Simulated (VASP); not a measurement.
# Be3CdO4 (Im-3m) in VASP: relaxation of cell and atoms with PBE

Aim: the relaxation of cell and atoms of Be3CdO4 with PBE.

Everything below comes from runs of VASP 6.6.1. Logs are shortened: lines on timing, memory, paths and dates and some standing lists are left out, and cuts for length are marked.

## 1. The cell of the first run

It takes space group Im-3m (No. 229, cubic). Conventional cell: a = 5.776 Å, b = 5.776 Å, c = 5.776 Å, α = 90.00°, β = 90.00°, γ = 90.00°. Within 3.3 Å of Be (site symmetry 4/mmm) lie 8 O at 2.50 Å and 4 Be at 2.89 Å and 2 Cd at 2.89 Å. Within 3.3 Å of Cd (site symmetry m-3m) lie 8 O at 2.50 Å and 6 Be at 2.89 Å. O (site symmetry -3m) has 6 Be at 2.50 Å and 2 Cd at 2.50 Å and 6 O at 2.89 Å within 3.3 Å.

The cell was built from a structure type or drawn by symmetry, and may not be a known phase.

## 2. Relaxation of cell and atoms, PBE

Contents of INCAR:

```
SYSTEM = Be3CdO4
PREC = Accurate
ENCUT = 600
EDIFF = 1E-7
ISMEAR = 0
SIGMA = 0.15
LREAL = .False.
LASPH = .True.
NELM = 120
ALGO = Normal
ISIF = 3
LWAVE = .False.
LCHARG = .False.
GGA = PE
IBRION = 2
NSW = 36
EDIFFG = -0.08
GGA_COMPAT = .False.
NELMIN = 4
```

Contents of KPOINTS:

```
Automatic mesh
0
Gamma
  3 3 3
  0 0 0
```

Contents of POSCAR:

```
Be3CdO4
1.0
   -2.8879554300      2.8879554300      2.8879554300
    2.8879554300     -2.8879554300      2.8879554300
    2.8879554300      2.8879554300     -2.8879554300
Be Cd O
3 1 4
Direct
    0.0000000000      0.5000000000      0.5000000000
    0.5000000000      0.0000000000      0.5000000000
    0.5000000000      0.5000000000      0.0000000000
    0.0000000000      0.0000000000      0.0000000000
    0.5000000000      0.5000000000      0.5000000000
    0.0000000000      0.0000000000      0.5000000000
    0.0000000000      0.5000000000      0.0000000000
    0.5000000000      0.0000000000      0.0000000000
```

Potentials or basis: VASP PAW PBE potentials, release 64 (Be, Cd, O).

The run is started by

```sh
cat potpaw_PBE.64/Be/POTCAR potpaw_PBE.64/Cd/POTCAR potpaw_PBE.64/O/POTCAR > POTCAR
mpirun -np 1 vasp_std > vasp.out
```

OUTCAR:

```text
SYSTEM = Be3CdO4
   PREC = Accurate
   ENCUT = 600
   EDIFF = 1E-7
   ISMEAR = 0
   LREAL = .False.
   LASPH = .True.
   NELM = 120
   ISIF = 3
   GGA = PE
   IBRION = 2
   NSW = 36
   EDIFFG = -0.08
   NELMIN = 4

 ion  position               nearest neighbor table
   1  0.000  0.500  0.500-   4 2.89   4 2.89
   2  0.500  0.000  0.500-   4 2.89   4 2.89
   3  0.500  0.500  0.000-   4 2.89   4 2.89
   4  0.000  0.000  0.000-   5 2.50   6 2.50   7 2.50   8 2.50   6 2.50   7 2.50   8 2.50   5 2.50
                             3 2.89   1 2.89   1 2.89   2 2.89   3 2.89   2 2.89
   5  0.500  0.500  0.500-   4 2.50   4 2.50
   6  0.000  0.000  0.500-   4 2.50   4 2.50
   7  0.000  0.500  0.000-   4 2.50   4 2.50
   8  0.500  0.000  0.000-   4 2.50   4 2.50

  LATTYP: Found a body centered cubic cell.
 ALAT       =     5.7759108600

  Lattice vectors:

 A1 = (  -2.8879554300,   2.8879554300,   2.8879554300)
 A2 = (   2.8879554300,  -2.8879554300,   2.8879554300)
 A3 = (   2.8879554300,   2.8879554300,  -2.8879554300)

Analysis of symmetry for initial positions (statically):
=====================================================================
 Subroutine PRICEL returns:
 Original cell was already a primitive cell.

 Routine SETGRP: Setting up the symmetry group for a
 body centered cubic supercell.

 Subroutine GETGRP returns: Found 48 space group operations
 (whereof 48 operations were pure point group operations)
 out of a pool of 48 trial point group operations.

The static configuration has the point symmetry O_h .

Analysis of symmetry for dynamics (positions and initial velocities):
=====================================================================
 Subroutine PRICEL returns:
 Original cell was already a primitive cell.

 Routine SETGRP: Setting up the symmetry group for a
 body centered cubic supercell.

 Subroutine GETGRP returns: Found 48 space group operations
 (whereof 48 operations were pure point group operations)
 out of a pool of 48 trial point group operations.

The dynamic configuration has the point symmetry O_h .

 Subroutine INISYM returns: Found 48 space group operations
 (whereof 48 operations are pure point group operations),
 and found     1 'primitive' translations

----------------------------------------------------------------------------------------

                                     Primitive cell

  volume of cell :      96.3455

  direct lattice vectors                    reciprocal lattice vectors
    -2.887955430  2.887955430  2.887955430     0.000000000  0.173132866  0.173132866
     2.887955430 -2.887955430  2.887955430     0.173132866  0.000000000  0.173132866
     2.887955430  2.887955430 -2.887955430     0.173132866  0.173132866  0.000000000

  length of vectors
     5.002085535  5.002085535  5.002085535     0.244846847  0.244846847  0.244846847

  position of ions in fractional coordinates (direct lattice)
     0.000000000  0.500000000  0.500000000
     0.500000000  0.000000000  0.500000000
     0.500000000  0.500000000  0.000000000
     0.000000000  0.000000000  0.000000000
     0.500000000  0.500000000  0.500000000
     0.000000000  0.000000000  0.500000000
     0.000000000  0.500000000  0.000000000
     0.500000000  0.000000000  0.000000000

  ion indices of the primitive-cell ions
   primitive index   ion index
                 1           1
                 2           2
                 3           3
                 4           4
                 5           5
[... 78 lines left out ...]
   LORBIT       =      0    0 simple, 1 ext, 2 COOP (PROOUT), +10 PAW based schemes
   GGA     = PE    functional components
   LHFCALC =     F    Hartree Fock is set to
   AEXX    =    0.0000 exact exchange contribution
   IVDW    =     0    specifies the selected vdW correction
   LEPSILON=     F    determine dielectric tensor
   LRPA    =     F    only Hartree local field effects (RPA)
 conjugate gradient relaxation of ions
 non-spin polarized calculation
 Gauss-broadening in eV      SIGMA  =   0.15
  energy-cutoff  :      600.00
  volume of cell :       96.35
 maximum number of plane-waves:      3222
   NGX = 19   NGY = 19   NGZ = 19

--------------------------------------- Ionic step        1  -------------------------------------------

 number of electron      42.0000013 magnetization

 Free energy of the ion-electron system (eV)
  ---------------------------------------------------
  ext. energy  EPLUGINS =         0.00000000
  ---------------------------------------------------
  free energy    TOTEN  =       -33.34239181 eV

  energy without entropy =      -33.32765508  energy(sigma->0) =      -33.33502344

 E-fermi :   1.9966     XC(G=0): -10.1310

 val. band max:        1.8864312169   @ k =   0.0000   0.0000   0.0000
 cond. band min:       3.6116760930   @ k =   0.3333   0.0000   0.0000
 fundamental gap:      1.7252448760
 Fermi energy:         1.9965716390

 k-point     1 :       0.0000    0.0000    0.0000
  band No.  band energies     occupation
      1     -15.0906      2.00000
      2     -13.9568      2.00000
      3     -13.9568      2.00000
      4     -13.9568      2.00000
      5      -5.0179      2.00000
      6      -5.0179      2.00000
[... 105 lines left out ...]
     25       5.6835      0.00000
     26       6.2257      0.00000

------------------------ aborting loop because EDIFF is reached ----------------------------------------

  FORCE on cell =-STRESS in cart. coord.  units (eV):
  Direction    XX          YY          ZZ          XY          YZ          ZX
  --------------------------------------------------------------------------------------
  -------------------------------------------------------------------------------------
  Total      -16.8290639    -16.8290639    -16.8290639      0.0000000      0.0000000     -0.0000000
  in kB     -279.8588790   -279.8588790   -279.8588790      0.0000000      0.0000000     -0.0000000
  external PRESSURE =    -279.8588790 kB  Pullay stress =       0.0000000 kB

 VOLUME and BASIS-vectors are now :
 -----------------------------------------------------------------------------
  energy-cutoff  :      600.00
  volume of cell :       96.35
      direct lattice vectors                 reciprocal lattice vectors
    -2.887955430  2.887955430  2.887955430     0.000000000  0.173132866  0.173132866
     2.887955430 -2.887955430  2.887955430     0.173132866  0.000000000  0.173132866
     2.887955430  2.887955430 -2.887955430     0.173132866  0.173132866  0.000000000

 POSITION                                       TOTAL-FORCE (eV/Angst)
 -----------------------------------------------------------------------------------
      2.88796      0.00000      0.00000         0.000000     -0.000000     -0.000000
      0.00000      2.88796      0.00000         0.000000     -0.000000     -0.000000
      0.00000      0.00000      2.88796        -0.000000     -0.000000      0.000000
      0.00000      0.00000      0.00000         0.000000     -0.000000     -0.000000
      1.44398      1.44398      1.44398        -0.000000      0.000000     -0.000000
      1.44398      1.44398     -1.44398        -0.000000      0.000000     -0.000000
      1.44398     -1.44398      1.44398         0.000000      0.000000     -0.000000
     -1.44398      1.44398      1.44398        -0.000000      0.000000      0.000000
 -----------------------------------------------------------------------------------
    total drift:                                0.000000     -0.000000      0.000000

  FREE ENERGIE OF THE ION-ELECTRON SYSTEM (eV)
  ---------------------------------------------------
  free  energy   TOTEN  =       -33.3423918055 eV

  energy  without entropy=      -33.3276550788  energy(sigma->0) =      -33.33502344

--------------------------------------- Ionic step        2  -------------------------------------------

 number of electron      41.9999995 magnetization

 Free energy of the ion-electron system (eV)
  ---------------------------------------------------
  ext. energy  EPLUGINS =         0.00000000
  ---------------------------------------------------
  free energy    TOTEN  =       -36.41584851 eV

  energy without entropy =      -36.41060123  energy(sigma->0) =      -36.41322487

 E-fermi :   5.0887     XC(G=0): -11.5818

 val. band max:        4.8885148122   @ k =  -0.3333   0.3333   0.3333
 cond. band min:       5.1864508805   @ k =   0.0000   0.0000   0.0000
 fundamental gap:      0.2979360684
 Fermi energy:         5.0886783322

 k-point     1 :       0.0000    0.0000    0.0000
  band No.  band energies     occupation
      1     -14.3346      2.00000
      2     -12.1088      2.00000
      3     -12.1088      2.00000
      4     -12.1088      2.00000
      5      -2.4606      2.00000
      6      -2.4606      2.00000
[... 105 lines left out ...]
     25       9.3177      0.00000
     26      10.3944      0.00000

------------------------ aborting loop because EDIFF is reached ----------------------------------------

  FORCE on cell =-STRESS in cart. coord.  units (eV):
  Direction    XX          YY          ZZ          XY          YZ          ZX
  --------------------------------------------------------------------------------------
  -------------------------------------------------------------------------------------
  Total       -0.2104694     -0.2104694     -0.2104694      0.0000000     -0.0000000      0.0000000
  in kB       -4.8249406     -4.8249406     -4.8249406      0.0000000     -0.0000000      0.0000000
  external PRESSURE =      -4.8249406 kB  Pullay stress =       0.0000000 kB

 VOLUME and BASIS-vectors are now :
 -----------------------------------------------------------------------------
  energy-cutoff  :      600.00
  volume of cell :       69.89
      direct lattice vectors                 reciprocal lattice vectors
    -2.594871740  2.594871740  2.594871740     0.000000000  0.192687751  0.192687751
     2.594871740 -2.594871740  2.594871740     0.192687751  0.000000000  0.192687751
     2.594871740  2.594871740 -2.594871740     0.192687751  0.192687751  0.000000000

 POSITION                                       TOTAL-FORCE (eV/Angst)
 -----------------------------------------------------------------------------------
      0.00000      2.59487      2.59487         0.000000     -0.000000      0.000000
      0.00000      2.59487      0.00000        -0.000000      0.000000      0.000000
      2.59487      2.59487      0.00000         0.000000     -0.000000     -0.000000
      0.00000      5.18974      0.00000         0.000000     -0.000000      0.000000
      1.29744      1.29744      1.29744        -0.000000      0.000000      0.000000
      1.29744      1.29744      3.89231        -0.000000      0.000000     -0.000000
      1.29744     -1.29744      1.29744        -0.000000     -0.000000     -0.000000
      1.29744      3.89231     -1.29744         0.000000      0.000000     -0.000000
 -----------------------------------------------------------------------------------
    total drift:                               -0.000000     -0.000000      0.000000

  FREE ENERGIE OF THE ION-ELECTRON SYSTEM (eV)
  ---------------------------------------------------
  free  energy   TOTEN  =       -36.4158485127 eV

  energy  without entropy=      -36.4106012303  energy(sigma->0) =      -36.41322487

 reached required accuracy - stopping structural energy minimisation
```

Run time: 24 s. Hardware: 1 thread of AMD EPYC 9R45 (Zen 5), shared host; peak memory 0.22 GiB.

Results:

```
Free energy                           : -36.4158 eV
Relaxed volume                        : 8.74 Å³/atom
Relaxed cell                          : a = 4.494 Å, b = 4.494 Å, c = 4.494 Å, α = 109.47°, β = 109.47°, γ = 109.47°
Space group after relaxing (to 0.1 Å) : Im-3m (No. 229)
Energy gained by relaxing             : 384.2 meV/atom
Ionic steps                           : 2
Pressure after relaxing               : -0.5 GPa
Band gap on the k mesh                : 0.30 eV (least direct gap 0.54 eV)
```

Step by step:
```csv
step,energy change (eV),largest force (eV/Å),pressure (GPa),volume (Å³)
1,0.0000,0.0000,-27.99,96.35
2,-3.0735,0.0000,-0.48,69.89
```

Final structure:
```yaml
crystal:
  lattice:
    - [-2.59487, 2.59487, 2.59487]
    - [2.59487, -2.59487, 2.59487]
    - [2.59487, 2.59487, -2.59487]
  atoms:
    - { symbol: Be, position: [0.00000, 0.50000, 0.50000] }
    - { symbol: Be, position: [0.50000, 0.00000, 0.50000] }
    - { symbol: Be, position: [0.50000, 0.50000, 0.00000] }
    - { symbol: Cd, position: [0.00000, 0.00000, 0.00000] }
    - { symbol: O, position: [0.50000, 0.50000, 0.50000] }
    - { symbol: O, position: [0.00000, 0.00000, 0.50000] }
    - { symbol: O, position: [0.00000, 0.50000, 0.00000] }
    - { symbol: O, position: [0.50000, 0.00000, 0.00000] }
```

Caveat: the k points lie up to 0.57 Å⁻¹ apart in the final cell; the volume moved by over 15 % at a fixed basis, so the end points are rough; an odd mesh through Γ misses points on the zone boundary, where band edges can lie.
